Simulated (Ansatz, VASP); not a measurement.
# Two plane-wave programs on Rh

Contents of INCAR:

```
SYSTEM = Rh
  ALGO = Fast
  EDIFF = 1E-6
  ENCUT = 520
  GGA = PS
  ISIF = 2
  ISMEAR = 0
  LASPH = .TRUE.
  LCHARG = .FALSE.
  LREAL = .FALSE.
  LWAVE = .FALSE.
  NBANDS = 14
  NELM = 100
  PREC = Accurate
  SIGMA = 0.15
```

File KPOINTS:

```
k-points
0
G
  22 22 22
  0 0 0
```

The input POSCAR:

```
Rh
1.0
    0.0000000000      1.9039269375      1.9039269375
    1.9015500000      0.0023769375      1.9015500000
    1.9015500000      1.9015500000      0.0023769375
Rh
1
Direct
    0.0000000000      0.0000000000      0.0000000000
```

Input for Ansatz:

```yaml
crystal:
  lattice:
    - [0.0, 1.9039269375, 1.9039269375]
    - [1.90155, 0.0023769375, 1.90155]
    - [1.90155, 1.90155, 0.0023769375]
  atoms:
    - { symbol: Rh, position: [0.0, 0.0, 0.0] }
basis:
  ecutwfc: 420
kpoints:
  mp_grid: { grid: [22, 22, 22] }
hamiltonian:
  xc: pbesol
scf:
  occupations: { method: gaussian, width: 0.15 }
output:
  forces: true
  stress: true
  eigenvalues: true
```

Change from the starting cell: strain +0.0025 x Voigt [0, 0, 0, 1, 0, 0], atoms carried along.

Alike in both runs: task single point; functional PBEsol; k mesh 22 × 22 × 22; occupations gaussian, width 0.15 eV; no spin polarisation.

```csv
,VASP,Ansatz
version,VASP 6.6.1,Ansatz 0.2.0
potentials or method,"VASP PAW PBE potentials, release 64 (Rh_pv), cutoff 520 eV","scalar-relativistic, plane waves, PAW"
valence electrons in the cell,15,17
```

```tsv
	VASP	Ansatz	Ansatz less VASP
gap on the k mesh at the Fermi level (eV)	none	none	-
pressure (GPa)	-5.1	-5.1	+0.02
traceless stress, the component that is largest in VASP (GPa)	-0.50	-0.50	-0.001
```

VASP's potentials were made for PBE, not for PBEsol. A gap of «none» marks a metal or a gap that the smearing closes. VASP's potentials hold 15 valence electrons a cell and Ansatz's 17, so a difference there can come from the potentials and not from the codes.
